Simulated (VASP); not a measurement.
Crystal: La.

```
CELL_PARAMETERS angstrom
4.21000 0.00000 0.00000
0.00000 4.21000 0.00000
0.00000 0.00000 4.21000
ATOMIC_POSITIONS crystal
La 0.00000 0.00000 0.00000
La 0.50000 0.50000 0.50000
```

| Item | Value |
| --- | --- |
| Program | VASP 6.6.1 |
| Task | relaxation of cell and atoms |
| Functional | r2SCAN |
| Potentials or basis | VASP PAW PBE potentials, release 64 (La) |
| Cutoff | 600 eV |
| k mesh | 5 × 5 × 5 |
| Occupations | fermi-dirac, width 0.05 eV |
| Spin | no spin polarisation |

At the start: pressure 0.7 GPa; volume 37.31 Å³/atom.

Q: Where does the relaxation end?

A: Over 3 steps the energy falls by 2.1 meV/atom and the volume is 38.32 Å³/atom (+2.7 %); space group Im-3m (No. 229, to 0.05 Å).

Step by step:
```
step  energy change (eV)  largest force (eV/Å)  pressure (GPa)  volume (Å³)
   1              0.0000                0.0000            0.70        74.62
   2             -0.0042                0.0000            0.08        76.38
   3             -0.0043                0.0000            0.00        76.63
```

Final structure:
```
CELL_PARAMETERS angstrom
4.24752 0.00000 0.00000
0.00000 4.24752 0.00000
0.00000 0.00000 4.24752
ATOMIC_POSITIONS crystal
La 0.00000 0.00000 0.00000
La 0.50000 0.50000 0.50000
```

Caveat: the PAW data sets were made with another functional, which shifts forces and pressure a little.
